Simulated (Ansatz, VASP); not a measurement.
**Ba in VASP and in Ansatz**

```
Ba
1.0
    -2.51249    2.51249    2.51249
     2.51249   -2.51249    2.51249
     2.51249    2.51249   -2.51249
Ba
1
Direct
  0.00000 0.00000 0.00000
```

Alike in both runs: task single point; functional PBE; k mesh 9 × 9 × 9; occupations gaussian, width 0.2 eV; no spin polarisation.

|  | VASP | Ansatz |
| --- | --- | --- |
| version | VASP 6.6.1 | Ansatz 0.2.0 |
| potentials or method | VASP PAW PBE potentials, release 64 (Ba_sv), cutoff 520 eV | plane waves (420 eV) with PAW, scalar-relativistic |
| valence electrons in the cell | 10 | 10 |

```tsv
	VASP	Ansatz	Ansatz less VASP
pressure (GPa)	0.0	0.0	-0.05
```

The functional is the same, so the differences come from potentials, cutoffs and numerics.

Spin-orbit coupling is off throughout.
